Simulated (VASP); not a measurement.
# Sr27Ti27O80 (a cell with a defect) in VASP: single point with PBEsol

Aim: the single point of Sr27Ti27O80 (a cell with a defect) with PBEsol.

Program: VASP 6.6.1. These are calculated values, not measurements. Logs are shortened: lines on timing, memory, paths and dates and some standing lists are left out, and cuts for length are marked.

## (1) The cell of the first run

The cell holds a defect, 134 atoms: a = 11.674 Å, b = 11.674 Å, c = 11.674 Å, α = 90.00°, β = 90.00°, γ = 90.00°.

## (2) Single point, PBEsol

Contents of INCAR:

```
SYSTEM = Sr27Ti27O80
PREC = Accurate
ENCUT = 520
EDIFF = 1E-6
ISMEAR = -1
SIGMA = 0.05
LREAL = Auto
LASPH = .True.
NELM = 120
ALGO = Normal
ISIF = 2
LWAVE = .False.
LCHARG = .False.
GGA = PS
NBANDS = 610
NELECT = 1072.0
ISYM = -1
GGA_COMPAT = .False.
KPAR = 1
```

Contents of KPOINTS:

```
explicit points
1
Reciprocal
  0.25000000   0.25000000   0.25000000 1
```

Contents of POSCAR:

```
Sr27Ti27O80
1.0
   11.6742310000      0.0000000000      0.0000000000
    0.0000000000     11.6742310000      0.0000000000
    0.0000000000      0.0000000000     11.6742310000
Sr Ti O
27 27 80
Direct
    0.0007560000      0.9996240000      0.0014890000
    0.0007270000      0.9996170000      0.3347530000
    0.0007630000      0.9996260000      0.6676780000
    0.0008880000      0.3324440000      0.0016570000
    0.0006010000      0.3320710000      0.3350290000
    0.0010630000      0.3326870000      0.6678090000
[... 126 lines left out ...]
    0.8326040000      0.6667360000      0.4997160000
    0.8327680000      0.6669350000      0.8322660000
```

Potentials or basis: VASP PAW PBE potentials, release 64 (Sr_sv, Ti_sv, O).

Started as:

```console
$ cat potpaw_PBE.64/Sr_sv/POTCAR potpaw_PBE.64/Ti_sv/POTCAR potpaw_PBE.64/O/POTCAR > POTCAR
$ mpirun -np 4 vasp_std > vasp.out
```

OUTCAR:

```text
SYSTEM = Sr27Ti27O80
   PREC = Accurate
   ENCUT = 520
   EDIFF = 1E-6
   ISMEAR = -1
   LREAL = Auto
   LASPH = .True.
   NELM = 120
   ISIF = 2
   GGA = PS
   NELECT = 1072.0
   ISYM = -1

 ion  position               nearest neighbor table
   1  0.001  1.000  0.001-  87 2.72 108 2.73  61 2.74  81 2.74 126 2.74  55 2.75  78 2.76 110 2.76
                            89 2.76  72 2.77  83 2.78 128 2.78  48 3.35  54 3.36  30 3.36  46 3.36
   2  0.001  1.000  0.335- 109 2.73  88 2.73  82 2.74  62 2.74 127 2.74  56 2.75  79 2.76 108 2.77
                            87 2.77  73 2.77 126 2.78  81 2.78  46 3.36  52 3.36  28 3.36  47 3.36
   3  0.001  1.000  0.668- 110 2.73  89 2.73  63 2.74  83 2.74 128 2.74  57 2.75  80 2.75 109 2.76
                            88 2.76  74 2.76  82 2.78 127 2.78  47 3.36  53 3.36  29 3.36  48 3.36
   4  0.001  0.332  0.002-  84 2.66  81 2.72 111 2.73  55 2.73 129 2.74  72 2.75  83 2.76 113 2.77
                            86 2.78 131 2.79  58 2.83  75 2.85  46 3.37  48 3.37  28 3.37  30 3.37
   5  0.001  0.332  0.335-  59 2.66  76 2.67  82 2.71 112 2.73  56 2.73  73 2.75 130 2.75  81 2.76
                           111 2.78 129 2.79  85 2.82  84 2.87  49 3.36  31 3.36  47 3.36  46 3.36
   6  0.001  0.333  0.668-  85 2.70  83 2.73 113 2.73  57 2.73  86 2.74 131 2.75  74 2.76  82 2.76
                           112 2.76 130 2.78  60 2.83  77 2.85  47 3.36  29 3.36  50 3.37  48 3.37
   7  0.001  0.667  0.002-  84 2.65 114 2.72  87 2.73 132 2.74  61 2.75 116 2.77  78 2.77  86 2.77
                            89 2.78 134 2.79  58 2.82  75 2.83  54 3.36  52 3.37  34 3.37  36 3.37
   8  0.001  0.667  0.335-  59 2.65  76 2.66  88 2.73 115 2.73  62 2.74 133 2.75  79 2.76  87 2.77
                           114 2.78 132 2.79  85 2.81  84 2.85  52 3.36  49 3.36  53 3.36  31 3.36
   9  0.001  0.666  0.668-  85 2.68 116 2.73  86 2.73  89 2.74 134 2.75  63 2.75 115 2.76  80 2.77
[... 47 lines left out ...]
  33  0.170  0.499  0.836-  58 1.92 113 1.93  95 1.94 116 1.96  86 1.98  60 1.99  13 3.34  16 3.34
                            15 3.35  18 3.35   4 3.38   7 3.38   6 3.39   9 3.39
  34  0.167  0.833  0.168-  62 1.92  96 1.94 114 1.95 108 1.95  87 1.95  61 1.97  17 3.28  16 3.33
                            10 3.36   1 3.36   7 3.37   2 3.37  11 3.37   8 3.37
  35  0.167  0.833  0.502-  63 1.92  97 1.94 115 1.94 109 1.95  88 1.95  62 1.98  17 3.29  18 3.33
                             3 3.36  12 3.36   9 3.36  11 3.37   8 3.37   2 3.37
  36  0.167  0.834  0.835-  61 1.92  98 1.94 116 1.95 110 1.95  89 1.95  63 1.97  16 3.31  18 3.31
                             1 3.36  10 3.37   3 3.37   7 3.37  12 3.37   9 3.37
  37  0.501  0.165  0.170-  65 1.90 117 1.93  99 1.93  90 1.96  64 1.99 120 2.03  20 3.36  11 3.36
                            23 3.36  14 3.36  19 3.37  10 3.38  22 3.40  13 3.40
  38  0.501  0.166  0.501-  66 1.92 100 1.93 118 1.94  91 1.96  65 1.97 121 2.03  20 3.37  21 3.37
                            11 3.37  12 3.37  23 3.37  14 3.38  24 3.38  15 3.39
  39  0.501  0.167  0.836-  64 1.92 101 1.93 119 1.94  92 1.96 122 1.98  66 1.99  22 3.35  13 3.35
                            24 3.36  15 3.37  19 3.37  10 3.37  21 3.38  12 3.38
  40  0.500  0.500  0.156-  67 1.78 120 1.91 102 1.92  93 1.93 123 1.94  16 3.36  13 3.36  25 3.36
                            22 3.36  14 3.53  23 3.53  26 3.54  17 3.54
  41  0.501  0.500  0.510-  68 1.78 103 1.91 121 1.92 124 1.93  94 1.94  18 3.38  27 3.38  15 3.38
                            24 3.38  23 3.51  26 3.51  14 3.52  17 3.52
  42  0.501  0.499  0.833- 104 1.90 122 1.90 125 1.93  95 1.94  67 1.98  68 1.99  24 3.40  27 3.41
[... 377 lines left out ...]
   GGA     = PS    functional components
   LHFCALC =     F    Hartree Fock is set to
   AEXX    =    0.0000 exact exchange contribution
   IVDW    =     0    specifies the selected vdW correction
   LEPSILON=     F    determine dielectric tensor
   LRPA    =     F    only Hartree local field effects (RPA)
 non-spin polarized calculation
  energy-cutoff  :      520.00
  volume of cell :     1591.05
 maximum number of plane-waves:     42841
 NGX is ok and might be reduce to    90
   NGX = 43   NGY = 43   NGZ = 43

 number of electron    1072.0000247 magnetization

 Free energy of the ion-electron system (eV)
  ---------------------------------------------------
  ext. energy  EPLUGINS =         0.00000000
  ---------------------------------------------------
  free energy    TOTEN  =     -1136.94076116 eV

  energy without entropy =    -1136.94076116  energy(sigma->0) =    -1136.94076116

 E-fermi :   5.0769     XC(G=0): -11.5425

 val. band max:        3.9641758329   @ k =   0.2500   0.2500   0.2500
 cond. band min:       6.1867411077   @ k =   0.2500   0.2500   0.2500
 fundamental gap:      2.2225652748
 Fermi energy:         5.0769022512

 k-point     1 :       0.2500    0.2500    0.2500
  band No.  band energies     occupation
      1     -52.2179      2.00000
      2     -52.1325      2.00000
      3     -52.1322      2.00000
      4     -52.1311      2.00000
      5     -52.1280      2.00000
      6     -52.1252      2.00000
[... 540 lines left out ...]
    547       6.9064      0.00000
    548       6.9473      0.00000
 [bands above 548 left out]

------------------------ aborting loop because EDIFF is reached ----------------------------------------

  FORCE on cell =-STRESS in cart. coord.  units (eV):
  Direction    XX          YY          ZZ          XY          YZ          ZX
  --------------------------------------------------------------------------------------
  -------------------------------------------------------------------------------------
  Total      -12.8950995    -13.0057268    -10.8216322     -0.7348419     -0.6942338     -0.5668090
  in kB      -12.9852535    -13.0966542    -10.8972899     -0.7399794     -0.6990875     -0.5707717
  external PRESSURE =     -12.3263992 kB  Pullay stress =       0.0000000 kB

 VOLUME and BASIS-vectors are now :
 -----------------------------------------------------------------------------
  energy-cutoff  :      520.00
  volume of cell :     1591.05
      direct lattice vectors                 reciprocal lattice vectors
    11.674231000  0.000000000  0.000000000     0.085658747  0.000000000  0.000000000
     0.000000000 11.674231000  0.000000000     0.000000000  0.085658747  0.000000000
     0.000000000  0.000000000 11.674231000     0.000000000  0.000000000  0.085658747

 POSITION                                       TOTAL-FORCE (eV/Angst)
 -----------------------------------------------------------------------------------
      0.00883     11.66984      0.01738         0.001650      0.001371     -0.001136
      0.00849     11.66976      3.90798         0.001428      0.001549     -0.002410
      0.00891     11.66986      7.79463         0.001844      0.000923     -0.001578
      0.01037      3.88103      0.01934         0.000572      0.005670     -0.006461
      0.00702      3.87667      3.91121         0.002177     -0.002053      0.000110
      0.01241      3.88386      7.79616         0.000588      0.006661      0.001861
[... 126 lines left out ...]
      9.72001      7.78363      5.83380         0.000924     -0.005101      0.002083
      9.72193      7.78595      9.71607         0.008239     -0.001262      0.003120
 -----------------------------------------------------------------------------------
    total drift:                               -0.150352      0.076432     -0.197673

  FREE ENERGIE OF THE ION-ELECTRON SYSTEM (eV)
  ---------------------------------------------------
  free  energy   TOTEN  =     -1136.9407611615 eV

  energy  without entropy=    -1136.9407611592  energy(sigma->0) =    -1136.94076116
```

OSZICAR:

```text
N       E                     dE             d eps       ncg     rms          rms(c)
DAV:   1     0.153241469829E+05    0.15324E+05   -0.53212E+05  1224   0.194E+03
DAV:   2     0.199763214238E+04   -0.13327E+05   -0.12756E+05  1224   0.590E+02
DAV:   3    -0.108983643316E+04   -0.30875E+04   -0.29881E+04  1512   0.249E+02
[... 10 lines left out ...]
DAV:  14    -0.113694101217E+04   -0.85553E-03   -0.80454E-03  1832   0.206E-01    0.169E-01
DAV:  15    -0.113694074596E+04    0.26621E-03   -0.30972E-03  1896   0.117E-01    0.532E-02
DAV:  16    -0.113694076391E+04   -0.17957E-04   -0.47638E-04  1624   0.401E-02    0.297E-02
DAV:  17    -0.113694076384E+04    0.73647E-07   -0.96271E-05  1728   0.194E-02    0.206E-02
DAV:  18    -0.113694076047E+04    0.33675E-05   -0.34964E-05  1616   0.136E-02    0.697E-03
DAV:  19    -0.113694076116E+04   -0.68788E-06   -0.43699E-06  1120   0.539E-03
   1 F= -.11369408E+04 E0= -.11369408E+04  d E =-.229060E-08
```

Wall time 16 min (4 MPI ranks of Intel Xeon Platinum 8488C (Sapphire Rapids), shared host); peak memory 0.65 GiB.

What came out:

```yaml
Free_energy: -1136.9408 eV
Largest_force: 0.078 eV/Å
```

Levels at points of the mesh, in eV from the Fermi level:
```
           k point  band 533  band 534  band 535  band 536  band 537  band 538  band 539  band 540
(0.25, 0.25, 0.25)     -1.19     -1.19     -1.16     -1.11      1.11      1.17      1.18      1.19
```

Caveat: the cell carries a net charge on a neutralising background, which shifts energy and pressure; the cell is charged against a uniform background, so pressure and absolute levels hang on convention; the PAW data sets were made with another functional, which shifts forces and pressure a little.
